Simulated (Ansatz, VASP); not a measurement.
One calculation of C, two programs

File INCAR:

```
PREC = Accurate ; ENCUT = 520
EDIFF = 1E-6 ; ISMEAR = 0
SIGMA = 0.15 ; LREAL = F
LASPH = T ; NELM = 60
ALGO = Normal ; ISIF = 2
LWAVE = F ; LCHARG = F
GGA = PS ; IVDW = 12
NBANDS = 16
```

KPOINTS

```
Automatic mesh
0
Gamma
  21 21 8
```

File POSCAR:

```
C
1.0
    2.4344793563      0.0000000000      0.0000000000
   -1.2172396782      2.1083209675      0.0000000000
    0.0000000000      0.0000000000      7.3521276559
C
4
Direct
    0.0000000000      0.0000000000      0.0025000000
    0.0000000000      0.0000000000      0.5025000000
    0.3333333333      0.6666666667      0.0025000000
    0.6666666667      0.3333333333      0.5025000000
```

Input for Ansatz:

```yaml
crystal:
  lattice:
    - [2.4344793563, 0.0, 0.0]
    - [-1.2172396782, 2.1083209675, 0.0]
    - [0.0, 0.0, 7.3521276559]
  atoms:
    - { symbol: C, position: [0.0, 0.0, 0.0025] }
    - { symbol: C, position: [0.0, 0.0, 0.5025] }
    - { symbol: C, position: [0.3333333333, 0.6666666667, 0.0025] }
    - { symbol: C, position: [0.6666666667, 0.3333333333, 0.5025] }
basis:
  ecutwfc: 520.0
kpoints:
  mp_grid: { grid: [21, 21, 8] }
hamiltonian:
  xc: pbesol
  pseudopotentials: { kind: paw, azcp: { folder: soft_1 } }
  dispersion: d3bj
scf:
  occupations: { method: gaussian, width: 0.15 }
output:
  forces: true
  stress: true
  eigenvalues: true
```

Alike in both runs: task single point; functional PBEsol; dispersion D3(BJ); k mesh 21 × 21 × 8; occupations gaussian, width 0.15 eV; no spin polarisation.

|  | VASP | Ansatz |
| --- | --- | --- |
| version | VASP 6.6.1 | Ansatz 0.2.0 |
| potentials or method | VASP PAW PBE potentials, release 64 (C), cutoff 520 eV | scalar-relativistic, plane waves, PAW |
| valence electrons in the cell | 16 | 16 |

```tsv
	VASP	Ansatz	Ansatz less VASP
gap on the k mesh at the Fermi level (eV)	none	none	-
pressure (GPa)	8.2	7.5	-0.69
traceless stress, the component that is largest in VASP (GPa)	-10.27	-9.50	+0.768
```

VASP's potentials were made for PBE, not for PBEsol, and Ansatz warns of the same on its side. A gap of «none» marks a metal or a gap that the smearing closes.
